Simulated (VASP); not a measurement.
Write the native input for VASP 6.6.1 that does the following.

- Task: single point
- Functional: PBE
- Potentials or basis: VASP PAW PBE potentials, release 64 (Nb_sv, B)
- Cutoff: 520 eV
- k mesh: 6 × 6 × 4
- Occupations: gaussian, width 0.1 eV
- Spin: no spin polarisation
- Dipole correction: no
- Further INCAR settings: ALGO = Normal; EDIFF = 1e-06; NBANDS = 38

The structure of Nb2B lies in POSCAR:

```
Nb2B
1.0
    4.3122481400      0.0000000000      0.0000000000
   -2.1561240700      3.7345164400      0.0000000000
    0.0000000000      0.0000000000      5.1501283300
Nb B
4 2
Direct
    0.0000000000      0.0000000000      0.0000000000
    0.0000000000      0.0000000000      0.5000000000
    0.3333333300      0.6666666700      0.7500000000
    0.6666666700      0.3333333300      0.2500000000
    0.3333333300      0.6666666700      0.2500000000
    0.6666666700      0.3333333300      0.7500000000
```

The input as run:

INCAR

```
PREC = Accurate
ENCUT = 520
EDIFF = 1E-6
ISMEAR = 0
SIGMA = 0.1
LREAL = F
LASPH = T
NELM = 80
ALGO = Normal
ISIF = 2
LWAVE = F
LCHARG = T
GGA = PE
LELF = T
LVHAR = T
NBANDS = 38
```

KPOINTS

```
Automatic mesh
0
Gamma
  6 6 4
```

Potentials or basis: VASP PAW PBE potentials, release 64 (Nb_sv, B).

Launch:

```console
$ cat potpaw_PBE.64/Nb_sv/POTCAR potpaw_PBE.64/B/POTCAR > POTCAR
$ mpirun -np 1 vasp_std > vasp.out
```

It gave:

```yaml
Pressure: 0.6 GPa
Band_gap_on_the_k_mesh: zero (band 29 reaches 12.77 eV, above the bottom of band 30 at 10.76 eV)
```

Wall time 62 s on 1 thread of Intel(R) Xeon(R) Platinum 8488C (Sapphire Rapids), with other jobs on the host, peak memory 0.21 GiB.
